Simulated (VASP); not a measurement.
Crystal: TiTe2.

```xyz
3
Lattice="3.7770 0.0000 0.0000 -1.8885 3.2710 0.0000 0.0000 0.0000 6.4980" Properties=species:S:1:pos:R:3 pbc="T T T"
Te    0.0000    2.1807    4.7903
Te    1.8885    1.0903    1.7077
Ti    0.0000    0.0000    0.0000
```

```yaml
Program: VASP 6.6.1
Task: relaxation of cell and atoms
Functional: revPBE
Potentials_or_basis: VASP PAW PBE potentials, release 64 (Te, Ti_sv)
Cutoff: 600 eV
k_mesh: 8 × 8 × 4
Occupations: fermi-dirac, width 0.05 eV
Spin: no spin polarisation
```

At the start: pressure 2.3 GPa; volume 26.76 Å³/atom.

**Question.** Where does the relaxation end?

**Answer.** Over 38 steps the energy falls by 32.3 meV/atom and the volume is 36.42 Å³/atom (+36.1 %); space group P-3m1 (No. 164, to 0.1 Å) before and after.

The path:
```csv
step,energy change (eV),largest force (eV/Å),pressure (GPa),volume (Å³)
1,0.0000,0.0785,2.27,80.28
2,-0.0130,0.4126,-1.15,84.76
3,-0.0197,0.2379,0.05,83.06
4,-0.0245,0.2030,0.04,83.52
5,-0.0353,0.1014,0.02,84.92
6,-0.0420,0.0903,0.16,87.76
7,-0.0467,0.0225,-0.11,88.74
8,-0.0535,0.1306,-0.76,91.24
9,-0.0499,0.4289,-1.87,96.18
10,-0.0560,0.1828,-0.95,92.39
11,-0.0593,0.1769,-0.85,92.54
12,-0.0677,0.1602,-0.57,92.97
13,-0.0758,0.1224,0.03,93.75
14,-0.0760,0.1182,0.11,93.84
15,-0.0771,0.0986,0.19,94.05
16,-0.0799,0.0395,0.37,94.69
17,-0.0825,0.0825,0.77,95.98
18,-0.0833,0.0770,0.73,96.26
19,-0.0855,0.0632,0.58,97.12
20,-0.0887,0.0367,0.30,98.84
21,-0.0913,0.0099,-0.15,102.35
22,-0.0913,0.0127,-0.17,102.57
23,-0.0918,0.0085,-0.17,102.96
24,-0.0933,0.0041,-0.13,104.12
25,-0.0951,0.0366,-0.03,106.45
26,-0.0942,0.1305,0.32,111.08
27,-0.0946,0.1085,0.21,111.92
28,-0.0949,0.0827,0.11,112.90
29,-0.0948,0.0354,-0.08,114.86
30,-0.0950,0.0702,0.05,113.49
31,-0.0950,0.0735,0.07,113.35
32,-0.0952,0.0659,0.05,113.18
33,-0.0958,0.0429,-0.01,112.65
34,-0.0964,0.0018,-0.13,111.60
35,-0.0960,0.0854,-0.36,109.51
36,-0.0965,0.0271,-0.20,110.92
37,-0.0969,0.0124,-0.09,110.06
38,-0.0970,0.0013,0.02,109.26
```

Final structure:
```cif
data_structure
_symmetry_space_group_name_H-M 'P 1'
_symmetry_Int_Tables_number 1
_cell_length_a 3.7911
_cell_length_b 3.7911
_cell_length_c 8.7780
_cell_angle_alpha 90.000
_cell_angle_beta 90.000
_cell_angle_gamma 120.000
_cell_volume 109.26
loop_
_atom_site_label
_atom_site_type_symbol
_atom_site_fract_x
_atom_site_fract_y
_atom_site_fract_z
_atom_site_occupancy
Te1 Te 0.33333 0.66667 0.80133 1
Te2 Te 0.66667 0.33333 0.19867 1
Ti1 Ti 0.00000 0.00000 0.00000 1
```

Caveat: the volume moved by over 15 % at a fixed basis, so the end points are rough; the PAW data sets were made with another functional, which shifts forces and pressure a little; this functional lacks dispersion, which binds layers or chains, so the pressure and a relaxed spacing across them are unreliable.
